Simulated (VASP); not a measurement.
A run of VASP 6.6.1 is set up as follows.

The input INCAR:

```
SYSTEM = ZrO2
PREC = Accurate
ENCUT = 600
EDIFF = 1E-6
ISMEAR = 0
SIGMA = 0.01
LREAL = .False.
LASPH = .True.
NELM = 120
ALGO = Normal
ISIF = 2
LWAVE = .False.
LCHARG = .True.
GGA = CA
LELF = .True.
LVHAR = .True.
NBANDS = 19
GGA_COMPAT = .False.
```

File KPOINTS:

```
Automatic mesh
0
Gamma
  6 6 6
  0 0 0
```

The input POSCAR:

```
ZrO2
1.0
    0.0000000000      2.5847185048      2.5847185048
    2.5847185048      0.0000000000      2.5847185048
    2.5847185048      2.5847185048      0.0000000000
Zr O
1 2
Direct
    0.0000000000      0.0000000000      0.0000000000
    0.2500000000      0.2500000000      0.2500000000
    0.7500000000      0.7500000000      0.7500000000
```

Potentials or basis: VASP PAW LDA potentials, release 64 (Zr_sv, O).

The run is started by

```sh
$ cat potpaw_LDA.64/Zr_sv/POTCAR potpaw_LDA.64/O/POTCAR > POTCAR
$ mpirun -np 1 vasp_std > vasp.out
```

Task: Estimate the pressure.

Result: -18.7 GPa.

Task: Predict the band gap on the k mesh.

Result: 3.11 eV, indirect (least direct gap 3.49 eV).

A k mesh can miss the band edges.
